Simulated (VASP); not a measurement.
# CoO in VASP: further runs, part 2 of 2

VASP 6.6.1. Earlier steps stand in the parts before.

## Step 4: Single point, r2SCAN

File POSCAR:

```
CoO
1.0
    3.1976457435      0.0000000000      0.0000000000
   -1.5988228718      2.7692424462      0.0000000000
    0.0000000000      0.0000000000      5.2287097100
Co O
2 2
Direct
    0.0000000000      0.0000000000      0.0034741400
    0.3333333333      0.6666666667      0.5033624100
    0.0000000000      0.0000000000      0.3716088500
    0.3333333333      0.6666666667      0.8715556000
```

File INCAR.step1:

```
SYSTEM = CoO
PREC = Accurate
ENCUT = 520
ISMEAR = 0
SIGMA = 0.02
LREAL = .False.
LASPH = .True.
NELM = 100
NBANDS = 23
GGA = PE
ALGO = Normal
EDIFF = 1E-4
LWAVE = .True.
LCHARG = .False.
```

File INCAR.step2:

```
SYSTEM = CoO
PREC = Accurate
ENCUT = 520
EDIFF = 1E-6
ISMEAR = 0
SIGMA = 0.02
LREAL = .False.
LASPH = .True.
NELM = 100
ALGO = Normal
ISIF = 2
LWAVE = .False.
LCHARG = .False.
METAGGA = R2SCAN
LMIXTAU = .True.
NBANDS = 23
ISTART = 1
```

File KPOINTS:

```
Automatic mesh
0
Gamma
  12 12 6
  0 0 0
```

Potentials or basis: VASP PAW PBE potentials, release 64 (Co, O).

On the command line:

```bash
cat potpaw_PBE.64/Co/POTCAR potpaw_PBE.64/O/POTCAR > POTCAR
cp INCAR.step1 INCAR
mpirun -np 1 vasp_std > vasp.out
cp INCAR.step2 INCAR
mpirun -np 1 vasp_std > vasp.out
```

OUTCAR:

```text
SYSTEM = CoO
   PREC = Accurate
   ENCUT = 520
   EDIFF = 1E-6
   ISMEAR = 0
   LREAL = .False.
   LASPH = .True.
   NELM = 100
   ISIF = 2
   METAGGA = R2SCAN
   ISTART = 1

 ion  position               nearest neighbor table
   1  0.000  0.000  0.003-   3 1.92   4 1.97   4 1.97   4 1.97
   2  0.333  0.667  0.503-   4 1.93   3 1.97   3 1.97   3 1.97
   3  0.000  0.000  0.372-   1 1.92   2 1.97   2 1.97   2 1.97
   4  0.333  0.667  0.872-   2 1.93   1 1.97   1 1.97   1 1.97

  LATTYP: Found a hexagonal cell.
 ALAT       =     3.1976457435
 C/A-ratio  =     1.6351747909

  Lattice vectors:

 A1 = (   3.1976457435,   0.0000000000,   0.0000000000)
 A2 = (  -1.5988228718,   2.7692424462,   0.0000000000)
 A3 = (   0.0000000000,   0.0000000000,   5.2287097100)

Analysis of symmetry for initial positions (statically):
=====================================================================
 Subroutine PRICEL returns:
 Original cell was already a primitive cell.

 Routine SETGRP: Setting up the symmetry group for a
 hexagonal supercell.

 Subroutine GETGRP returns: Found  6 space group operations
 (whereof  6 operations were pure point group operations)
 out of a pool of 24 trial point group operations.

The static configuration has the point symmetry C_3v.

Analysis of symmetry for dynamics (positions and initial velocities):
=====================================================================
 Subroutine PRICEL returns:
 Original cell was already a primitive cell.

 Routine SETGRP: Setting up the symmetry group for a
 hexagonal supercell.

 Subroutine GETGRP returns: Found  6 space group operations
 (whereof  6 operations were pure point group operations)
 out of a pool of 24 trial point group operations.

The dynamic configuration has the point symmetry C_3v.

 Subroutine INISYM returns: Found  6 space group operations
 (whereof  6 operations are pure point group operations),
 and found     1 'primitive' translations
[... 116 lines left out ...]
   IALGO  =     38    algorithm
   IMIX   =      4    mixing-type and parameters
     AMIX     =   0.40;   BMIX     =  1.00
     AMIX_MAG =   1.60;   BMIX_MAG =  1.00
  volume/ion in A,a.u.               =      11.58        78.11
  Fermi-wavevector in a.u.,A,eV,Ry     =   1.416620  2.677023 27.304329  2.006812
  Thomas-Fermi vector in A             =   2.537935
   LORBIT       =      0    0 simple, 1 ext, 2 COOP (PROOUT), +10 PAW based schemes
   METAGGA = R2SCAN    functional components
   LHFCALC =     F    Hartree Fock is set to
   AEXX    =    0.0000 exact exchange contribution
   IVDW    =     0    specifies the selected vdW correction
   LEPSILON=     F    determine dielectric tensor
   LRPA    =     F    only Hartree local field effects (RPA)
 non-spin polarized calculation
 Gauss-broadening in eV      SIGMA  =   0.02
  energy-cutoff  :      520.00
  volume of cell :       46.30
 maximum number of plane-waves:      1272
   NGX = 11   NGY = 11   NGZ = 19

 number of electron      30.0000009 magnetization

 Free energy of the ion-electron system (eV)
  ---------------------------------------------------
  ext. energy  EPLUGINS =         0.00000000
  ---------------------------------------------------
  free energy    TOTEN  =       -39.95032381 eV

  energy without entropy =      -39.94891209  energy(sigma->0) =      -39.94961795

 E-fermi :   5.8656     XC(G=0): -11.8301

 val. band max:        5.8571456751   @ k =   0.2500   0.1667   0.3333
 cond. band min:       5.8744465802   @ k =  -0.1667   0.4167   0.1667
 fundamental gap:      0.0173009051
 Fermi energy:         5.8656287046

 k-point     1 :       0.0000    0.0000    0.0000
  band No.  band energies     occupation
      1     -15.5976      2.00000
      2     -15.0192      2.00000
      3      -1.4969      2.00000
      4      -0.2558      2.00000
      5      -0.1035      2.00000
      6      -0.1035      2.00000
[... 613 lines left out ...]
     22      17.6687      0.00000
     23      19.6356      0.00000

 [... further k-points ...]

------------------------ aborting loop because EDIFF is reached ----------------------------------------

  FORCE on cell =-STRESS in cart. coord.  units (eV):
  Direction    XX          YY          ZZ          XY          YZ          ZX
  --------------------------------------------------------------------------------------
  -------------------------------------------------------------------------------------
  Total       -6.4893042     -6.4893042     -4.3914459      0.0000000      0.0000000      0.0000000
  in kB     -224.5550640   -224.5550640   -151.9610415      0.0000000      0.0000000      0.0000000
  external PRESSURE =    -200.3570565 kB  Pullay stress =       0.0000000 kB

 VOLUME and BASIS-vectors are now :
 -----------------------------------------------------------------------------
  energy-cutoff  :      520.00
  volume of cell :       46.30
      direct lattice vectors                 reciprocal lattice vectors
     3.197645743  0.000000000  0.000000000     0.312730077  0.180554794  0.000000000
    -1.598822872  2.769242446  0.000000000     0.000000000  0.361109588  0.000000000
     0.000000000  0.000000000  5.228709710     0.000000000  0.000000000  0.191251773

 POSITION                                       TOTAL-FORCE (eV/Angst)
 -----------------------------------------------------------------------------------
      0.00000      0.00000      0.01817         0.000000     -0.000000     -0.094843
     -0.00000      1.84616      2.63194         0.000000     -0.000000     -0.093474
      0.00000      0.00000      1.94303        -0.000000      0.000000      0.092895
     -0.00000      1.84616      4.55711        -0.000000      0.000000      0.095422
 -----------------------------------------------------------------------------------
    total drift:                               -0.000000     -0.000001      0.041036

  FREE ENERGIE OF THE ION-ELECTRON SYSTEM (eV)
  ---------------------------------------------------
  free  energy   TOTEN  =       -39.9503238069 eV

  energy  without entropy=      -39.9489120941  energy(sigma->0) =      -39.94961795
```

OSZICAR.step1:

```text
N       E                     dE             d eps       ncg     rms          rms(c)
DAV:   1     0.247954655843E+03    0.24795E+03   -0.13917E+04  4616   0.152E+03
DAV:   2    -0.329976074980E+01   -0.25125E+03   -0.22891E+03  4761   0.340E+02
DAV:   3    -0.302661358463E+02   -0.26966E+02   -0.25680E+02  5573   0.128E+02
DAV:   4    -0.309212497777E+02   -0.65511E+00   -0.65363E+00  5118   0.218E+01
DAV:   5    -0.309415932805E+02   -0.20344E-01   -0.20342E-01  6580   0.349E+00    0.202E+01
DAV:   6    -0.332280839486E+02   -0.22865E+01   -0.57993E+01  6171   0.106E+02    0.291E+01
DAV:   7    -0.256589349148E+02    0.75691E+01   -0.21531E+01  5204   0.102E+02    0.683E+00
DAV:   8    -0.257967639325E+02   -0.13783E+00   -0.28074E+00  5659   0.135E+01    0.319E+00
DAV:   9    -0.269525109751E+02   -0.11557E+01   -0.41618E+00  6753   0.257E+01    0.185E+01
DAV:  10    -0.257989558819E+02    0.11536E+01   -0.40088E+00  6498   0.199E+01    0.665E-01
DAV:  11    -0.257758380782E+02    0.23118E-01   -0.41926E-02  5667   0.272E+00    0.403E-01
DAV:  12    -0.257755299180E+02    0.30816E-03   -0.37610E-03  6972   0.589E-01    0.110E-01
DAV:  13    -0.257756235796E+02   -0.93662E-04   -0.20687E-04  3586   0.198E-01
   1 F= -.25775624E+02 E0= -.25774745E+02  d E =-.175779E-02
```

It took 7.7 min on 1 thread of Intel Xeon 8259CL, shared host; peak memory 0.23 GiB.

What came out:

```
Free energy            : -39.9503 eV
Pressure               : -20.0 GPa
Largest force          : 0.095 eV/Å
Band gap on the k mesh : zero (bands 15 and 16 overlap by 1.39 eV)
```

Forces in eV/Å, atoms in the order of the input:
```
Co   0.000  0.000 -0.095
Co   0.000  0.000 -0.093
O    0.000  0.000  0.093
O    0.000  0.000  0.095
```

Caveat: the cell stands under tension; the PAW data sets were made with another functional, which shifts forces and pressure a little; the run has no spin polarisation, though such a crystal can be magnetic; semilocal functionals often make such compounds metallic where correlation or magnetic order opens a gap, which also shifts bond lengths. With open d or f shells a metallic result of r2SCAN can be an artefact of self-interaction; +U or a hybrid may open a gap.
